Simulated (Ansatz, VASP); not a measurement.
# Two plane-wave programs on CaO

Contents of POSCAR:

```
CaO
1.0
    2.9032089656      0.0000000000      0.0000000000
    0.0000000000      2.9032089656      0.0000000000
    0.0000000000      0.0000000000      2.9032089656
Ca O
1 1
Direct
    0.0000000000      0.0000000000      0.0000000000
    0.5000000000      0.5000000000      0.5000000000
```

INCAR.step1

```
ALGO     = Normal         # electronic algorithm
EDIFF    = 1E-5           # SCF threshold, eV
ENCUT    = 910            # plane-wave cutoff, eV
GGA      = PE             # functional
GGA_COMPAT= F            
ISMEAR   = 0              # smearing method
LASPH    = T              # aspherical terms in the spheres
LCHARG   = F              # write CHGCAR
LREAL    = F              # projectors in reciprocal space
LWAVE    = T              # write WAVECAR
NBANDS   = 15             # bands
NELM     = 120            # most SCF steps
PREC     = Accurate       # precision mode
SIGMA    = 0.01           # smearing width, eV
```

File INCAR.step2:

```
ALGO     = Normal         # electronic algorithm
EDIFF    = 1E-6           # SCF threshold, eV
ENCUT    = 910            # plane-wave cutoff, eV
GGA_COMPAT= F            
ISIF     = 2              # what is computed and relaxed
ISMEAR   = 0              # smearing method
ISTART   = 1            
LASPH    = T              # aspherical terms in the spheres
LCHARG   = T              # write CHGCAR
LELF     = T              # ELF
LMIXTAU  = T            
LREAL    = F              # projectors in reciprocal space
LVHAR    = T            
LWAVE    = F              # write WAVECAR
METAGGA  = R2SCAN         # meta-GGA
NBANDS   = 15             # bands
NELM     = 120            # most SCF steps
PREC     = Accurate       # precision mode
SIGMA    = 0.01           # smearing width, eV
```

KPOINTS

```
k-points
0
Gamma
  8 8 8
```

Input for Ansatz:

```yaml
crystal:
  lattice:
    - [2.9032089656, 0.0, 0.0]
    - [0.0, 2.9032089656, 0.0]
    - [0.0, 0.0, 2.9032089656]
  atoms:
    - { symbol: Ca, position: [0.0, 0.0, 0.0] }
    - { symbol: O, position: [0.5, 0.5, 0.5] }
kpoints:
  mp_grid: { grid: [8, 8, 8] }
hamiltonian:
  xc: r2scan
scf:
  occupations: { method: fixed }
  n_extra_bands: 4
output:
  forces: true
  stress: true
  eigenvalues: true
```

Alike in both runs: task single point; functional r2SCAN; k mesh 8 × 8 × 8; no spin polarisation.

|  | VASP | Ansatz |
| --- | --- | --- |
| version | VASP 6.6.1 | Ansatz 0.2.0 |
| potentials or method | VASP PAW PBE potentials, release 64 (Ca_sv, O_h) | plane waves, PAW |
| plane-wave cutoff (eV) | 910 | 500 |
| occupations | gaussian, width 0.01 eV | fixed |
| valence electrons in the cell | 16 | 16 |

```csv
,VASP,Ansatz,Ansatz less VASP
gap on the k mesh at the Fermi level (eV),3.28,3.28,-0.005
```

VASP's potentials were made for PBE, not for r2SCAN.

Noted on VASP's run: the cutoff is short for stress, so the pressure is rough.
